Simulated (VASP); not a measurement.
# CrB2RuN (P4/mmm) in VASP: a series of runs, part 2 of 2

VASP 6.6.1. Earlier steps stand in the parts before.

### Step 3. Single point, PBE, collinear spin, ferromagnetic start

This run uses another cell than the first one, of 11.80 Å³/atom, 1.092 times its volume.

The input, INCAR:

```
SYSTEM = CrB2RuN
PREC = Accurate
ENCUT = 520
EDIFF = 1E-6
ISMEAR = 0
SIGMA = 0.1
LREAL = .FALSE.
LASPH = .TRUE.
NELM = 150
ALGO = Normal
ISIF = 2
LWAVE = .FALSE.
LCHARG = .FALSE.
ISPIN = 2
MAGMOM = 3 0 0 1 0
LORBIT = 11
LMAXMIX = 4
GGA = PE
NBANDS = 30
```

The input, KPOINTS:

```
regular mesh
0
G
  4 4 6
  0 0 0
```

The input, POSCAR:

```
CrB2RuN
1.0
    3.9807486900      0.0000000000      0.0000000000
    0.0000000000      3.9807486900      0.0000000000
    0.0000000000      0.0000000000      3.7228231900
Cr B Ru N
1 2 1 1
Direct
    0.0000000000      0.0000000000      0.0000000000
    0.0000000000      0.5000000000      0.0000000000
    0.5000000000      0.0000000000      0.0000000000
    0.5000000000      0.5000000000      0.5000000000
    0.0000000000      0.0000000000      0.5000000000
```

Potentials or basis: VASP PAW PBE potentials, release 64 (Cr_pv, B, Ru_pv, N).

Run with:

```console
$ cat potpaw_PBE.64/Cr_pv/POTCAR potpaw_PBE.64/B/POTCAR potpaw_PBE.64/Ru_pv/POTCAR potpaw_PBE.64/N/POTCAR > POTCAR
$ mpirun -np 1 vasp_std > vasp.out
```

OUTCAR:

```text
SYSTEM = CrB2RuN
   PREC = Accurate
   ENCUT = 520
   EDIFF = 1E-6
   ISMEAR = 0
   LREAL = .FALSE.
   LASPH = .TRUE.
   NELM = 150
   ISIF = 2
   ISPIN = 2
   LORBIT = 11
   GGA = PE

 ion  position               nearest neighbor table
   1  0.000  0.000  0.000-   5 1.86   5 1.86   2 1.99   3 1.99   2 1.99   3 1.99
   2  0.000  0.500  0.000-   1 1.99   1 1.99   4 2.73   4 2.73   4 2.73   4 2.73
   3  0.500  0.000  0.000-   1 1.99   1 1.99   4 2.73   4 2.73   4 2.73   4 2.73
   4  0.500  0.500  0.500-   2 2.73   3 2.73   2 2.73   3 2.73   3 2.73   3 2.73   2 2.73   2 2.73

   5  0.000  0.000  0.500-   1 1.86   1 1.86

  LATTYP: Found a simple tetragonal cell.
 ALAT       =     3.9807486900
 C/A-ratio  =     0.9352067864

  Lattice vectors:

 A1 = (   3.9807486900,   0.0000000000,   0.0000000000)
 A2 = (   0.0000000000,   3.9807486900,   0.0000000000)
 A3 = (   0.0000000000,   0.0000000000,   3.7228231900)

Analysis of symmetry for initial positions (statically):
=====================================================================
 Subroutine PRICEL returns:
 Original cell was already a primitive cell.

 Routine SETGRP: Setting up the symmetry group for a
[... 1789 lines left out ...]
  -------------------------------------------------------------------------------------
  Total       -2.6905910     -2.6905910     -9.2803882      0.0000000      0.0000000      0.0000000
  in kB      -73.0728981    -73.0728981   -252.0430898      0.0000000      0.0000000      0.0000000
  external PRESSURE =    -132.7296286 kB  Pullay stress =       0.0000000 kB

 VOLUME and BASIS-vectors are now :
 -----------------------------------------------------------------------------
  energy-cutoff  :      520.00
  volume of cell :       58.99
      direct lattice vectors                 reciprocal lattice vectors
     3.980748690  0.000000000  0.000000000     0.251209026  0.000000000  0.000000000
     0.000000000  3.980748690  0.000000000     0.000000000  0.251209026  0.000000000
     0.000000000  0.000000000  3.722823190     0.000000000  0.000000000  0.268613348

 POSITION                                       TOTAL-FORCE (eV/Angst)
 -----------------------------------------------------------------------------------
      0.00000      0.00000      0.00000         0.000000      0.000000      0.000000
      0.00000      1.99037      0.00000         0.000000      0.000000      0.000000
      1.99037      0.00000      0.00000         0.000000      0.000000      0.000000
      1.99037      1.99037      1.86141         0.000000      0.000000      0.000000
      0.00000      0.00000      1.86141         0.000000      0.000000      0.000000
 -----------------------------------------------------------------------------------
    total drift:                                0.000000      0.000000      0.000000

  FREE ENERGIE OF THE ION-ELECTRON SYSTEM (eV)
  ---------------------------------------------------
  free  energy   TOTEN  =       -33.8009154701 eV

  energy  without entropy=      -33.7756795655  energy(sigma->0) =      -33.78829752

 total charge

# of ion       s       p       d       tot
------------------------------------------
    1        0.477   6.525   4.500  11.501
    2        0.764   0.860   0.000   1.624
    3        0.764   0.860   0.000   1.624
    4        0.171   6.081   5.921  12.173
    5        1.332   2.208   0.000   3.540
--------------------------------------------------
tot          3.508  16.535  10.421  30.463

 magnetization (x)

# of ion       s       p       d       tot
------------------------------------------
    1        0.021   0.022   0.722   0.766
    2        0.004  -0.037   0.000  -0.033
    3        0.004  -0.037   0.000  -0.033
    4        0.004   0.005   1.701   1.710
    5       -0.003  -0.113   0.000  -0.117
--------------------------------------------------
tot          0.030  -0.160   2.423   2.292
```

stdout:

```text
POSCAR found type information on POSCAR CrB RuN
 POSCAR found :  4 types and       5 ions
 scaLAPACK will be used
 LDA part: xc-table for (Slater+PW92), standard interpolation
 POSCAR, INCAR and KPOINTS ok, starting setup
 FFT: planning ... GRIDC
 FFT: planning ... GRID_SOFT
 FFT: planning ... GRID
 WAVECAR not read
 entering main loop
```

It took 2.6 min on 1 thread of AMD EPYC 7R13, shared host; peak memory 0.2 GiB.

Results:

```
Free energy                                           : -33.8009 eV
Pressure                                              : -13.3 GPa
Net moment                                            : 2.26 μB per cell
Site moments                                          : Cr +0.77; B -0.03; Ru +1.71; N -0.12 μB
Valence electrons inside the program's atomic spheres : Cr 11.50; B 1.62; Ru 12.17; N 3.54
```

Levels at points of the mesh, in eV from the Fermi level:
Spin up:
| k point | band 16 | band 17 | band 18 | band 19 | band 20 | band 21 | band 22 | band 23 | band 24 | band 25 |
| --- | --- | --- | --- | --- | --- | --- | --- | --- | --- | --- |
| (0.00, 0.00, 0.00) | -1.97 | -1.16 | -0.34 | -0.34 | -0.27 | 0.55 | 0.55 | 1.88 | 2.02 | 3.00 |
| (0.50, 0.00, 0.00) | -1.65 | -1.46 | -1.31 | -0.70 | 0.13 | 0.42 | 2.25 | 2.65 | 2.66 | 3.29 |
| (0.50, 0.50, 0.00) | -1.33 | -1.18 | -0.94 | -0.79 | -0.79 | -0.27 | -0.27 | 1.64 | 4.11 | 5.16 |
| (0.00, 0.00, 0.50) | -2.37 | -1.69 | -0.95 | -0.75 | 1.20 | 1.20 | 2.05 | 2.05 | 3.89 | 4.00 |
| (0.50, 0.00, 0.50) | -0.99 | -0.63 | -0.56 | -0.20 | -0.18 | 0.58 | 1.65 | 1.81 | 2.31 | 2.56 |
| (0.50, 0.50, 0.50) | -1.53 | -1.01 | -0.95 | 0.22 | 0.22 | 1.88 | 1.88 | 1.94 | 2.33 | 2.77 |
Spin down:
```tsv
k point	band 13	band 14	band 15	band 16	band 17	band 18	band 19	band 20	band 21	band 22
(0.00, 0.00, 0.00)	-1.14	-0.88	-0.88	-0.81	-0.51	0.39	0.39	0.61	0.61	1.01
(0.50, 0.00, 0.00)	-2.95	-1.92	-1.63	-0.99	-0.67	-0.35	0.03	0.80	1.37	2.31
(0.50, 0.50, 0.00)	-2.69	-2.67	-2.49	-1.03	-1.03	-0.45	-0.29	0.67	0.80	0.80
(0.00, 0.00, 0.50)	-2.94	-2.94	-2.56	-2.27	0.01	0.10	0.15	1.81	1.81	2.54
(0.50, 0.00, 0.50)	-3.10	-2.88	-0.63	-0.32	0.08	0.67	0.72	0.88	0.99	1.54
(0.50, 0.50, 0.50)	-4.23	-3.52	-2.62	-0.16	0.13	0.13	1.38	1.38	2.24	2.24
```

Caveat: the k points lie up to 0.39 Å⁻¹ apart; a cell with one magnetic atom can't hold antiferromagnetic order, which such compounds often take. With open d or f shells a metallic result of PBE can be an artefact of self-interaction; +U or a hybrid may open a gap.

### Step 4. Relaxation of cell and atoms, PBE, collinear spin, ferromagnetic start

This run uses another cell than the first one, of 11.80 Å³/atom, 1.092 times its volume.

The input, INCAR:

```
ALGO = Normal ; EDIFF = 1E-7
EDIFFG = -0.04 ; ENCUT = 600
GGA = PE ; IBRION = 2
ISIF = 3 ; ISMEAR = 0
ISPIN = 2 ; LASPH = True
LCHARG = False ; LMAXMIX = 4
LORBIT = 11 ; LREAL = False
LWAVE = False ; MAGMOM = 3 0 0 1 0
NELM = 150 ; NSW = 90
PREC = Accurate ; SIGMA = 0.1
```

The input, KPOINTS:

```
k-points
0
Gamma
  4 4 6
```

POSCAR is that of step 3.

Potentials or basis: VASP PAW PBE potentials, release 64 (Cr_pv, B, Ru_pv, N).

Run with:

```console
$ cat potpaw_PBE.64/Cr_pv/POTCAR potpaw_PBE.64/B/POTCAR potpaw_PBE.64/Ru_pv/POTCAR potpaw_PBE.64/N/POTCAR > POTCAR
$ mpirun -np 1 vasp_std > vasp.out
```

OUTCAR:

```text
EDIFF = 1E-7
   EDIFFG = -0.04
   ENCUT = 600
   GGA = PE
   IBRION = 2
   ISIF = 3
   ISMEAR = 0
   ISPIN = 2
   LASPH = True
   LORBIT = 11
   LREAL = False
   NELM = 150
   NSW = 90
   PREC = Accurate

 ion  position               nearest neighbor table
   1  0.000  0.000  0.000-   5 1.86   5 1.86   2 1.99   3 1.99   2 1.99   3 1.99
   2  0.000  0.500  0.000-   1 1.99   1 1.99   4 2.73   4 2.73   4 2.73   4 2.73
   3  0.500  0.000  0.000-   1 1.99   1 1.99   4 2.73   4 2.73   4 2.73   4 2.73
   4  0.500  0.500  0.500-   2 2.73   3 2.73   2 2.73   3 2.73   3 2.73   3 2.73   2 2.73   2 2.73

   5  0.000  0.000  0.500-   1 1.86   1 1.86

  LATTYP: Found a simple tetragonal cell.
 ALAT       =     3.9807486900
 C/A-ratio  =     0.9352067864

  Lattice vectors:

 A1 = (   3.9807486900,   0.0000000000,   0.0000000000)
 A2 = (   0.0000000000,   3.9807486900,   0.0000000000)
 A3 = (   0.0000000000,   0.0000000000,   3.7228231900)

[... 294 lines left out ...]
      1     -35.9048      1.00000
      2     -35.5721      1.00000
      3     -35.5721      1.00000
      4     -35.3752      1.00000
      5     -35.2925      1.00000
      6     -35.2925      1.00000
[... 637 lines left out ...]
     23       9.9801      0.00000
     24      10.2416      0.00000
 Fermi energy:         7.6028078640

 spin component 2

 k-point     1 :       0.0000    0.0000    0.0000
  band No.  band energies     occupation
      1     -35.4229      1.00000
      2     -35.0176      1.00000
      3     -35.0176      1.00000
      4     -34.4778      1.00000
      5     -34.2938      1.00000
      6     -34.2938      1.00000
[... 669 lines left out ...]
  FREE ENERGIE OF THE ION-ELECTRON SYSTEM (eV)
  ---------------------------------------------------
  free  energy   TOTEN  =       -34.1255309108 eV

  energy  without entropy=      -34.1032762705  energy(sigma->0) =      -34.11440359

 reached required accuracy - stopping structural energy minimisation

 total charge

# of ion       s       p       d       tot
------------------------------------------
    1        0.516   6.630   4.683  11.829
    2        0.755   0.908   0.000   1.663
    3        0.755   0.908   0.000   1.663
    4        0.184   6.105   5.959  12.248
    5        1.345   2.261   0.000   3.606
--------------------------------------------------
tot          3.554  16.811  10.643  31.008

 magnetization (x)

# of ion       s       p       d       tot
------------------------------------------
    1        0.019   0.012   0.510   0.542
    2       -0.002  -0.031   0.000  -0.033
    3       -0.002  -0.031   0.000  -0.033
    4        0.001   0.003   1.235   1.239
    5       -0.004  -0.055   0.000  -0.059
--------------------------------------------------
tot          0.013  -0.102   1.745   1.655
```

CONTCAR:

```text
CrB2RuN
   1.00000000000000
     3.9192918441290803    0.0000000000000000   -0.0000000000000000
     0.0000000000000000    3.9192918441290803    0.0000000000000000
     0.0000000000000000    0.0000000000000000    3.5255345018259523
  Cr              B               Ru              N
     1     2     1     1
Direct
     0.0000000000000000    0.0000000000000000    0.0000000000000000
     0.0000000000000000    0.5000000000000000    0.0000000000000000
     0.5000000000000000    0.0000000000000000    0.0000000000000000
     0.5000000000000000    0.5000000000000000    0.5000000000000000
     0.0000000000000000    0.0000000000000000    0.5000000000000000

  0.00000000E+00  0.00000000E+00  0.00000000E+00
  0.00000000E+00  0.00000000E+00  0.00000000E+00
  0.00000000E+00  0.00000000E+00  0.00000000E+00
  0.00000000E+00  0.00000000E+00  0.00000000E+00
  0.00000000E+00  0.00000000E+00  0.00000000E+00
```

Run time: 7.6 min. Hardware: 1 thread of AMD EPYC 7R13, shared host; peak memory 0.23 GiB.

Results:

| Property | Result |
| --- | --- |
| Free energy | -34.1255 eV |
| Relaxed volume | 10.83 Å³/atom |
| Relaxed cell | a = 3.919 Å, b = 3.919 Å, c = 3.526 Å, α = 90.00°, β = 90.00°, γ = 90.00° |
| Space group after relaxing (to 0.05 Å) | P4/mmm (No. 123) |
| Energy gained by relaxing | 64.5 meV/atom |
| Ionic steps | 3 |
| Pressure after relaxing | -0.3 GPa |
| Net moment | 1.62 μB per cell |
| Site moments | Cr +0.54; B -0.03; Ru +1.24; N -0.06 μB |
| Valence electrons inside the program's atomic spheres | Cr 11.83; B 1.66; Ru 12.25; N 3.61 |

The path:
```tsv
step	energy change (eV)	largest force (eV/Å)	pressure (GPa)	volume (Å³)
1	0.0000	0.0000	-13.33	58.99
2	-0.1242	0.0000	14.27	50.93
3	-0.3223	0.0000	-0.33	54.16
```

Final structure:
```
Cr B Ru N
1.0
     3.91929    0.00000    0.00000
     0.00000    3.91929    0.00000
     0.00000    0.00000    3.52553
Cr B Ru N
1 2 1 1
Direct
  0.00000 0.00000 0.00000
  0.00000 0.50000 0.00000
  0.50000 0.00000 0.00000
  0.50000 0.50000 0.50000
  0.00000 0.00000 0.50000
```

Levels at points of the mesh, in eV from the Fermi level:
Spin up:
```csv
k point,band 16,band 17,band 18,band 19,band 20,band 21,band 22,band 23
"(0.00, 0.00, 0.00)",-1.95,-1.05,-0.25,-0.25,-0.07,0.43,0.43,2.06
"(0.50, 0.00, 0.00)",-1.66,-1.56,-1.20,-0.70,0.20,0.52,2.49,2.96
"(0.50, 0.50, 0.00)",-1.43,-1.30,-0.82,-0.82,-0.67,-0.12,-0.12,1.86
"(0.00, 0.00, 0.50)",-2.61,-1.64,-0.76,-0.61,1.47,1.47,2.69,2.69
"(0.50, 0.00, 0.50)",-0.74,-0.56,-0.46,-0.25,0.04,0.57,1.57,2.15
"(0.50, 0.50, 0.50)",-1.44,-0.96,-0.84,0.68,0.68,2.10,2.38,2.38
```
Spin down:
| k point | band 14 | band 15 | band 16 | band 17 | band 18 | band 19 | band 20 | band 21 | band 22 | band 23 |
| --- | --- | --- | --- | --- | --- | --- | --- | --- | --- | --- |
| (0.00, 0.00, 0.00) | -1.31 | -1.21 | -1.21 | -0.60 | 0.34 | 0.34 | 0.41 | 0.41 | 0.91 | 1.95 |
| (0.50, 0.00, 0.00) | -2.33 | -1.83 | -1.33 | -0.79 | -0.66 | -0.20 | 0.80 | 1.18 | 2.56 | 3.17 |
| (0.50, 0.50, 0.00) | -2.96 | -2.31 | -0.96 | -0.96 | -0.80 | -0.68 | 0.55 | 0.61 | 0.61 | 2.54 |
| (0.00, 0.00, 0.50) | -3.53 | -3.10 | -2.54 | -0.34 | -0.10 | 0.14 | 1.85 | 1.85 | 3.05 | 3.05 |
| (0.50, 0.00, 0.50) | -3.14 | -0.96 | -0.58 | 0.07 | 0.57 | 0.62 | 0.66 | 0.87 | 1.47 | 2.48 |
| (0.50, 0.50, 0.50) | -3.85 | -2.88 | -0.40 | -0.18 | -0.01 | 1.45 | 1.45 | 2.48 | 2.48 | 2.68 |

Caveat: the k points lie up to 0.40 Å⁻¹ apart in the final cell; a cell with one magnetic atom can't hold antiferromagnetic order, which such compounds often take.

### Step 5. Summary

| task | cell | cutoff (eV) | gap on the mesh (eV) | pressure (GPa) | moment (μB) |
| --- | --- | --- | --- | --- | --- |
| single point | a = 3.913, b = 3.913, c = 3.529 Å, 5 atoms | 520 | none | -0.2 | 1.56 |
| single point | a = 3.981, b = 3.981, c = 3.723 Å, 5 atoms | 520 | none | -13.3 | 2.26 |
| relaxation of cell and atoms | relaxed from a = 3.981, b = 3.981, c = 3.723 Å, 5 atoms | 600 | none | -0.3 | 1.62 |

Alike in all rows: level PBE; potentials or basis VASP PAW PBE potentials, release 64 (Cr_pv, B, Ru_pv, N); spin collinear, ferromagnetic start; k mesh 4 × 4 × 6; smearing gaussian 0.1 eV.

Caveats: all runs use coarse meshes; a cell with one magnetic atom can't hold antiferromagnetic order, which such compounds often take.

Absolute energies hang on the potentials; compare differences alone.
